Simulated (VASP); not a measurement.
Cd2I3: single point with PBE

Crystal: Cd2I3.

```
CELL_PARAMETERS angstrom
5.14315 0.00000 0.00000
-2.57157 4.45410 0.00000
0.00000 0.00000 9.54505
ATOMIC_POSITIONS crystal
Cd 0.33333 0.66667 0.00000
Cd 0.00000 0.00000 0.50000
I 0.33333 0.66667 0.50000
I 0.00000 0.00000 0.19384
I 0.00000 0.00000 0.80616
```

The cell was built from a structure type or drawn by symmetry, and may not be a known phase.

```
Program             : VASP 6.6.1
Task                : single point
Functional          : PBE
Potentials or basis : VASP PAW PBE potentials, release 64 (Cd, I)
Cutoff              : 520 eV
k mesh              : 3 × 3 × 4
Occupations         : gaussian, width 0.1 eV
Spin                : no spin polarisation
```

| Item | Value |
| --- | --- |
| Pressure | -0.1 GPa |
| Largest force | 0.008 eV/Å |
| Band gap on the k mesh | zero (an odd number of electrons rules out a gap without spin polarisation) |

Forces in eV/Å, atoms in the order of the input:
```
Cd   0.000  0.000  0.000
Cd   0.000  0.000  0.000
I    0.000  0.000  0.000
I    0.000  0.000 -0.008
I    0.000  0.000  0.008
```

Stress tensor (GPa, compression positive):
```
-0.15  0.00  0.00
 0.00 -0.15  0.00
 0.00  0.00  0.00
```

Levels at points of the mesh, in eV from the Fermi level:
```csv
k point,band 19,band 20,band 21,band 22,band 23,band 24,band 25,band 26,band 27,band 28
"(0.00, 0.00, 0.00)",-2.05,-1.81,-1.81,-1.55,-1.33,0.44,3.20,3.20,3.38,4.39
"(0.00, 0.00, 0.50)",-2.16,-2.16,-1.74,-1.74,-0.38,0.95,2.87,3.45,3.45,4.09
```

Wall time 92 s on 1 thread of Intel Xeon 8259CL, on a shared host, peak memory 0.34 GiB.

Caveat: the k points lie up to 0.47 Å⁻¹ apart, too coarse for converged energies and pressures of a metal; spin-orbit coupling is left out, which moves the levels of the heavy elements; an odd number of electrons without spin polarisation forces a metal; a magnetic or distorted state may lie lower.
